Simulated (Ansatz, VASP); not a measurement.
Zn: VASP beside Ansatz

Contents of INCAR:

```
SYSTEM = Zn
PREC = Accurate ; ENCUT = 520
EDIFF = 1E-7 ; ISMEAR = 0
SIGMA = 0.15 ; LREAL = .FALSE.
LASPH = .TRUE. ; NELM = 80
ALGO = Fast ; ISIF = 2
LWAVE = .FALSE. ; LCHARG = .FALSE.
GGA = CA ; NBANDS = 12
```

File KPOINTS:

```
regular mesh
0
G
  22 22 22
  0 0 0
```

POSCAR

```
Zn
1.0
   -0.6766834185      1.5929238882      1.5929238882
    1.5929238882     -0.6766834185      1.5929238882
    1.5929238882      1.5929238882     -0.6766834185
Zn
1
Direct
    0.0000000000      0.0000000000      0.0000000000
```

Input for Ansatz:

```yaml
crystal:
  lattice:
    - [-0.6766834185, 1.5929238882, 1.5929238882]
    - [1.5929238882, -0.6766834185, 1.5929238882]
    - [1.5929238882, 1.5929238882, -0.6766834185]
  atoms:
    - { symbol: Zn, position: [0.0, 0.0, 0.0] }
basis:
  ecutwfc: 520.0
kpoints:
  mp_grid: { grid: [22, 22, 22] }
hamiltonian:
  xc: lda
  pseudopotentials: { kind: paw }
scf:
  occupations: { method: gaussian, width: 0.15 }
output:
  forces: true
  stress: true
  eigenvalues: true
```

Alike in both runs: task single point; functional LDA; k mesh 22 × 22 × 22; occupations gaussian, width 0.15 eV; no spin polarisation.

```csv
,VASP,Ansatz
version,VASP 6.6.1,Ansatz 0.2.0
potentials or method,"VASP PAW LDA potentials, release 64 (Zn), cutoff 520 eV","scalar-relativistic, plane waves, PAW"
valence electrons in the cell,12,12
```

Ansatz gave:

```
gap on the k mesh at the Fermi level (eV)                     : none
pressure (GPa)                                                : 25.6
traceless stress, the component that is largest in VASP (GPa) : 2.73
```

Task: Which values does VASP return?

Result: gap on the k mesh at the Fermi level (eV): none; pressure (GPa): 27.1; traceless stress, the component that is largest in VASP (GPa): 2.79.

LDA's correlation is that of Perdew and Zunger in VASP and of Perdew and Wang (1992) in Ansatz. A gap of «none» marks a metal or a gap that the smearing closes.
